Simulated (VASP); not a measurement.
A run of VASP 6.6.1 is set up as follows.

File INCAR:

```
SYSTEM = Al4CN4
PREC     = Accurate       ! precision mode
ENCUT    = 520            ! plane-wave cutoff, eV
EDIFF    = 1E-6           ! SCF threshold, eV
ISMEAR   = 0              ! smearing method
SIGMA    = 0.05           ! smearing width, eV
LREAL    = .False.        ! projectors in reciprocal space
LASPH    = .True.         ! aspherical terms in the spheres
NELM     = 150            ! most SCF steps
ALGO     = Normal         ! electronic algorithm
ISIF     = 2              ! what is computed and relaxed
LWAVE    = .False.        ! write WAVECAR
LCHARG   = .False.        ! write CHGCAR
ISPIN    = 2              ! spin polarisation
MAGMOM   = 0 0 0 0 0 0 0 0 2 ! initial moments
LORBIT   = 11             ! projections on sites
LDIPOL   = .True.       
IDIPOL   = 3            
DIPOL    = 0.5 0.5 0.321
GGA      = PE             ! functional
NBANDS   = 32             ! bands
```

Contents of KPOINTS:

```
regular mesh
0
Gamma
  9 6 1
  0 0 0
```

The input POSCAR:

```
Al4CN4
1.0
    3.1297683445      0.0000000000      0.0000000000
    0.0000000000      5.0173032419      0.0000000000
    0.0000000000      0.0000000000     19.0620320396
Al N C
4 4 1
Direct
    0.0000000000      0.9982714950      0.2098412169
    0.5000000000      0.4982714950      0.2572383830
    0.5000000000      0.9915197257      0.3577010219
    0.0000000000      0.4624332462      0.3868097530
    0.0000000000      0.6167285050      0.2098412169
    0.5000000000      0.1167285050      0.2572383830
    0.5000000000      0.6143669392      0.3564124135
    0.0000000000      0.1112303975      0.3967065014
    0.0000000000      0.9445637309      0.4585202725
```

Potentials or basis: VASP PAW PBE potentials, release 64 (Al, N, C).

The run is started by

```console
$ cat potpaw_PBE.64/Al/POTCAR potpaw_PBE.64/N/POTCAR potpaw_PBE.64/C/POTCAR > POTCAR
$ mpirun -np 1 vasp_std > vasp.out
```

(1) Estimate the largest force.

(2) Predict the net moment.

## Answers

(1) 3.795 eV/Å.

(2) 1.07 μB per cell.

Caveat: a moment this small can come from the mesh or the smearing.
